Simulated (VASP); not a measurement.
# LiCl (P4_12_12) in VASP: settings compared, part 3 of 3

VASP 6.6.1. The steps go on from the part before.

**5. Relaxation of shape and atoms at fixed volume, PBE (18.26 Å³/atom)**

This run uses another cell than the first one, of 18.26 Å³/atom.

File INCAR:

```
  PREC = Accurate
  ENCUT = 600
  EDIFF = 1E-6
  ISMEAR = 0
  SIGMA = 0.02
  LREAL = False
  LASPH = True
  NELM = 60
  ALGO = Normal
  ISIF = 4
  LWAVE = False
  LCHARG = False
  GGA = PE
  IBRION = 2
  NSW = 50
  EDIFFG = -0.01
```

File KPOINTS:

```
Automatic mesh
0
Gamma
  4 4 6
```

File POSCAR:

```
LiCl
1.0
    6.4862214912      0.0000000000      0.0000000000
    0.0000000000      6.4862214912      0.0000000000
    0.0000000000      0.0000000000      3.4714779717
Li Cl
4 4
Direct
    0.6614830212      0.6614830212      0.5000000000
    0.1614830212      0.8385169788      0.2500000000
    0.3385169788      0.3385169788      0.0000000000
    0.8385169788      0.1614830212      0.7500000000
    0.8282804733      0.8282804733      0.0000000000
    0.3282804733      0.6717195267      0.7500000000
    0.1717195267      0.1717195267      0.5000000000
    0.6717195267      0.3282804733      0.2500000000
```

Potentials or basis: VASP PAW PBE potentials, release 64 (Li_sv, Cl).

Command:

```bash
$ cat potpaw_PBE.64/Li_sv/POTCAR potpaw_PBE.64/Cl/POTCAR > POTCAR
$ mpirun -np 1 vasp_std > vasp.out
```

OUTCAR:

```text
PREC = Accurate
   ENCUT = 600
   EDIFF = 1E-6
   ISMEAR = 0
   LREAL = False
   LASPH = True
   NELM = 60
   ISIF = 4
   GGA = PE
   IBRION = 2
   NSW = 50
   EDIFFG = -0.01

 ion  position               nearest neighbor table
   1  0.661  0.661  0.500-   5 2.31   5 2.31   8 2.33   6 2.33
   2  0.161  0.839  0.250-   6 2.31   6 2.31   7 2.33   5 2.33
   3  0.339  0.339  0.000-   7 2.31   7 2.31   8 2.33   6 2.33
   4  0.839  0.161  0.750-   8 2.31   8 2.31   5 2.33   7 2.33
   5  0.828  0.828  0.000-   1 2.31   1 2.31   4 2.33   2 2.33
   6  0.328  0.672  0.750-   2 2.31   2 2.31   3 2.33   1 2.33
   7  0.172  0.172  0.500-   3 2.31   3 2.31   4 2.33   2 2.33
   8  0.672  0.328  0.250-   4 2.31   4 2.31   1 2.33   3 2.33

  LATTYP: Found a simple tetragonal cell.
 ALAT       =     6.4862214912
 C/A-ratio  =     0.5352080524

  Lattice vectors:

 A1 = (   6.4862214912,   0.0000000000,   0.0000000000)
 A2 = (   0.0000000000,   6.4862214912,   0.0000000000)
 A3 = (   0.0000000000,   0.0000000000,   3.4714779717)

Analysis of symmetry for initial positions (statically):
=====================================================================
 Subroutine PRICEL returns:
 Original cell was already a primitive cell.

 Routine SETGRP: Setting up the symmetry group for a
 simple tetragonal supercell.

 Subroutine GETGRP returns: Found  8 space group operations
 (whereof  2 operations were pure point group operations)
 out of a pool of 16 trial point group operations.

The static configuration has the point symmetry C_2 .
 The point group associated with its full space group is D_4 .

Analysis of symmetry for dynamics (positions and initial velocities):
=====================================================================
 Subroutine PRICEL returns:
 Original cell was already a primitive cell.

 Routine SETGRP: Setting up the symmetry group for a
 simple tetragonal supercell.

 Subroutine GETGRP returns: Found  8 space group operations
 (whereof  2 operations were pure point group operations)
 out of a pool of 16 trial point group operations.

The dynamic configuration has the point symmetry C_2 .
 The point group associated with its full space group is D_4 .

 Subroutine INISYM returns: Found  8 space group operations
 (whereof  2 operations are pure point group operations),
 and found     1 'primitive' translations

----------------------------------------------------------------------------------------

                                     Primitive cell

  volume of cell :     146.0488

[... 140 lines left out ...]

 number of electron      40.0000018 magnetization

 Free energy of the ion-electron system (eV)
  ---------------------------------------------------
  ext. energy  EPLUGINS =         0.00000000
  ---------------------------------------------------
  free energy    TOTEN  =       -29.05923386 eV

  energy without entropy =      -29.05923386  energy(sigma->0) =      -29.05923386

------------------------ aborting loop because EDIFF is reached ----------------------------------------

  FORCE on cell =-STRESS in cart. coord.  units (eV):
  Direction    XX          YY          ZZ          XY          YZ          ZX
  --------------------------------------------------------------------------------------
  -------------------------------------------------------------------------------------
  Total        3.6934770      3.6934770      3.8708410     -0.0000000      0.0000000      0.0000000
  in kB       40.5180018     40.5180018     42.4637111     -0.0000000      0.0000000      0.0000000
  external PRESSURE =      41.1665715 kB  Pullay stress =       0.0000000 kB

 VOLUME and BASIS-vectors are now :
 -----------------------------------------------------------------------------
  energy-cutoff  :      600.00
  volume of cell :      146.05
      direct lattice vectors                 reciprocal lattice vectors
     6.486221491  0.000000000  0.000000000     0.154172965  0.000000000  0.000000000
     0.000000000  6.486221491  0.000000000     0.000000000  0.154172965  0.000000000
     0.000000000  0.000000000  3.471477972     0.000000000  0.000000000  0.288061744

 POSITION                                       TOTAL-FORCE (eV/Angst)
 -----------------------------------------------------------------------------------
      4.29053      4.29053      1.73574        -0.007170     -0.007170      0.000000
      1.04741      5.43881      0.86787        -0.007170      0.007170     -0.000000
      2.19570      2.19570      0.00000         0.007170      0.007170      0.000000
      5.43881      1.04741      2.60361         0.007170     -0.007170      0.000000
      5.37241      5.37241      0.00000        -0.000251     -0.000251      0.000000
      2.12930      4.35692      2.60361        -0.000251      0.000251      0.000000
      1.11381      1.11381      1.73574         0.000251      0.000251      0.000000
      4.35692      2.12930      0.86787         0.000251     -0.000251      0.000000
 -----------------------------------------------------------------------------------
    total drift:                               -0.000000      0.000000     -0.000000

  FREE ENERGIE OF THE ION-ELECTRON SYSTEM (eV)
  ---------------------------------------------------
  free  energy   TOTEN  =       -29.0592338595 eV

  energy  without entropy=      -29.0592338595  energy(sigma->0) =      -29.05923386

--------------------------------------- Ionic step        2  -------------------------------------------

 number of electron      40.0000018 magnetization

 Free energy of the ion-electron system (eV)
  ---------------------------------------------------
  ext. energy  EPLUGINS =         0.00000000
  ---------------------------------------------------
  free energy    TOTEN  =       -29.05935448 eV

  energy without entropy =      -29.05935448  energy(sigma->0) =      -29.05935448

 E-fermi :   0.0029     XC(G=0):  -8.1702

 val. band max:       -0.1318820978   @ k =   0.2500   0.2500   0.0000
 cond. band min:       5.9588813830   @ k =   0.0000   0.0000   0.0000
 fundamental gap:      6.0907634807
 Fermi energy:         0.0028592271

 k-point     1 :       0.0000    0.0000    0.0000
  band No.  band energies     occupation
      1     -43.2354      2.00000
      2     -43.2322      2.00000
      3     -43.2318      2.00000
      4     -43.2318      2.00000
      5     -13.4326      2.00000
      6     -12.9749      2.00000
[... 661 lines left out ...]
     24       7.7141      0.00000
     25       8.8184      0.00000

------------------------ aborting loop because EDIFF is reached ----------------------------------------

  FORCE on cell =-STRESS in cart. coord.  units (eV):
  Direction    XX          YY          ZZ          XY          YZ          ZX
  --------------------------------------------------------------------------------------
  -------------------------------------------------------------------------------------
  Total        3.7110902      3.7110902      3.8292871      0.0000000     -0.0000000      0.0000000
  in kB       40.7112206     40.7112206     42.0078590      0.0000000     -0.0000000      0.0000000
  external PRESSURE =      41.1434334 kB  Pullay stress =       0.0000000 kB

 VOLUME and BASIS-vectors are now :
 -----------------------------------------------------------------------------
  energy-cutoff  :      600.00
  volume of cell :      146.05
      direct lattice vectors                 reciprocal lattice vectors
     6.483909840  0.000000000  0.000000000     0.154227931  0.000000000  0.000000000
    -0.000000000  6.483909840  0.000000000     0.000000000  0.154227931  0.000000000
     0.000000000  0.000000000  3.473953724     0.000000000  0.000000000  0.287856454

 POSITION                                       TOTAL-FORCE (eV/Angst)
 -----------------------------------------------------------------------------------
      4.28865      4.28865      1.73698        -0.004517     -0.004517      0.000000
      1.04670      5.43721      0.86849        -0.004517      0.004517     -0.000000
      2.19526      2.19526      0.00000         0.004517      0.004517      0.000000
      5.43721      1.04670      2.60547         0.004517     -0.004517     -0.000000
      5.37048      5.37048      0.00000        -0.002926     -0.002926      0.000000
      2.12853      4.35538      2.60547        -0.002926      0.002926      0.000000
      1.11343      1.11343      1.73698         0.002926      0.002926      0.000000
      4.35538      2.12853      0.86849         0.002926     -0.002926      0.000000
 -----------------------------------------------------------------------------------
    total drift:                               -0.000000      0.000000      0.000000

  FREE ENERGIE OF THE ION-ELECTRON SYSTEM (eV)
  ---------------------------------------------------
  free  energy   TOTEN  =       -29.0593544809 eV

  energy  without entropy=      -29.0593544809  energy(sigma->0) =      -29.05935448

 reached required accuracy - stopping structural energy minimisation
```

Wall time 3.6 min (1 thread of Intel Xeon 8259CL, shared host); peak memory 0.31 GiB.

Results:

* Free energy: -29.0594 eV
* Energy gained by relaxing: 0.0 meV/atom
* Ionic steps: 2
* Pressure after relaxing: 4.1 GPa
* Largest force after relaxing: 0.006 eV/Å
* Band gap on the k mesh: 6.09 eV (least direct gap 6.17 eV)

Forces on the atoms (eV/Å):
```
Li  -0.005 -0.005  0.000
Li  -0.005  0.005  0.000
Li   0.005  0.005  0.000
Li   0.005 -0.005  0.000
Cl  -0.003 -0.003  0.000
Cl  -0.003  0.003  0.000
Cl   0.003  0.003  0.000
Cl   0.003 -0.003  0.000
```

The path:
| step | energy change (eV) | largest force (eV/Å) | pressure (GPa) | volume (Å³) |
| --- | --- | --- | --- | --- |
| 1 | 0.0000 | 0.0101 | 4.12 | 146.05 |
| 2 | -0.0001 | 0.0064 | 4.11 | 146.05 |

Final structure:
```yaml
crystal:
  lattice:
    - [6.48391, 0.00000, 0.00000]
    - [0.00000, 6.48391, 0.00000]
    - [0.00000, 0.00000, 3.47395]
  atoms:
    - { symbol: Li, position: [0.66143, 0.66143, 0.50000] }
    - { symbol: Li, position: [0.16143, 0.83857, 0.25000] }
    - { symbol: Li, position: [0.33857, 0.33857, 0.00000] }
    - { symbol: Li, position: [0.83857, 0.16143, 0.75000] }
    - { symbol: Cl, position: [0.82828, 0.82828, 0.00000] }
    - { symbol: Cl, position: [0.32828, 0.67172, 0.75000] }
    - { symbol: Cl, position: [0.17172, 0.17172, 0.50000] }
    - { symbol: Cl, position: [0.67172, 0.32828, 0.25000] }
```

Caveat: the cutoff is under 1.25 times the usual one of these potentials, so pressure, stress and relaxed cells hold a basis-set (Pulay) error. A k mesh can miss the band edges.

**6. Summary**

```csv
task,level,cell,cutoff (eV),smearing,gap on the mesh (eV),pressure (GPa),largest force (eV/Å)
relaxation of shape and atoms at fixed volume,PBE,"relaxed from a = 7.018, b = 7.018, c = 3.707 Å, 8 atoms, atomic positions A",600,gaussian 0.02 eV,5.38,-2.0,-
single point,r2SCAN,"a = 6.788, b = 6.788, c = 3.602 Å, 8 atoms, atomic positions B",520,gaussian 0.02 eV,6.33,-,0.03
relaxation of cell and atoms,PBE,"relaxed from a = 5.958, b = 5.958, c = 3.252 Å, 8 atoms, atomic positions C",600,gaussian 0.1 eV,5.70,0.1,0.02
relaxation of shape and atoms at fixed volume,PBE,"relaxed from a = 6.486, b = 6.486, c = 3.471 Å, 8 atoms, atomic positions D",600,gaussian 0.02 eV,6.09,4.1,0.01
```

Alike in all rows: potentials or basis VASP PAW PBE potentials, release 64 (Li_sv, Cl); no spin polarisation; k mesh 4 × 4 × 6.

Caveats: the cutoff is under 1.25 times the usual one of these potentials, so pressure, stress and relaxed cells hold a basis-set (Pulay) error; the PAW data sets were made with another functional, which shifts forces and pressure a little (at least some runs); the volume moved by over 15 % at a fixed basis, so the end points are rough (at least some runs).

Absolute energies hang on the potentials; compare differences alone.
